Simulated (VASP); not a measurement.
**Ga2O3: single point with PBEsol**

The system is Ga2O3.

```
CELL_PARAMETERS angstrom
2.99280 0.00000 0.00000
-1.49640 2.59184 0.00000
0.00000 0.00000 6.99567
ATOMIC_POSITIONS crystal
Ga 0.33333 0.66667 0.19943
Ga 0.66667 0.33333 0.80057
O 0.00000 0.00000 0.00000
O 0.33333 0.66667 0.69599
O 0.66667 0.33333 0.30401
```

| Property | Result |
| --- | --- |
| Program | VASP 6.6.1 |
| Task | single point |
| Functional | PBEsol |
| Potentials or basis | VASP PAW PBE potentials, release 64 (Ga_d, O) |
| Cutoff | 520 eV |
| k mesh | 12 × 12 × 4 |
| Occupations | fermi-dirac, width 0.02 eV |
| Spin | no spin polarisation |

- Pressure: 0.5 GPa
- Largest force: 0.070 eV/Å
- Band gap on the k mesh: 2.47 eV

Forces in eV/Å, atoms in the order of the input:
```
Ga   0.000  0.000  0.070
Ga   0.000  0.000 -0.070
O    0.000  0.000  0.000
O    0.000  0.000  0.011
O    0.000  0.000 -0.011
```

Stress tensor (GPa, compression positive):
```
0.70 0.00 0.00
0.00 0.70 0.00
0.00 0.00 0.18
```

Levels at points of the mesh, in eV from the valence-band top:
```csv
k point,band 19,band 20,band 21,band 22,band 23,band 24,band 25,band 26
"(0.00, 0.00, 0.00)",-0.99,-0.83,-0.83,0.00,2.47,5.58,6.44,11.25
"(0.50, 0.00, 0.00)",-1.89,-1.46,-0.71,-0.55,4.34,7.57,7.93,9.93
"(0.00, 0.00, 0.50)",-0.94,-0.94,-0.85,-0.85,3.39,4.97,6.48,10.82
"(0.50, 0.00, 0.50)",-2.12,-1.73,-0.66,-0.22,4.55,7.38,7.45,10.30
```

Wall time 2.2 min on 1 thread of Intel(R) Xeon(R) Platinum 8259CL CPU @ 2.50GHz (Skylake/Cascade Lake), with other jobs on the host, peak memory 0.23 GiB.

Caveat: the PAW data sets were made with another functional, which shifts forces and pressure a little. A k mesh can miss the band edges.
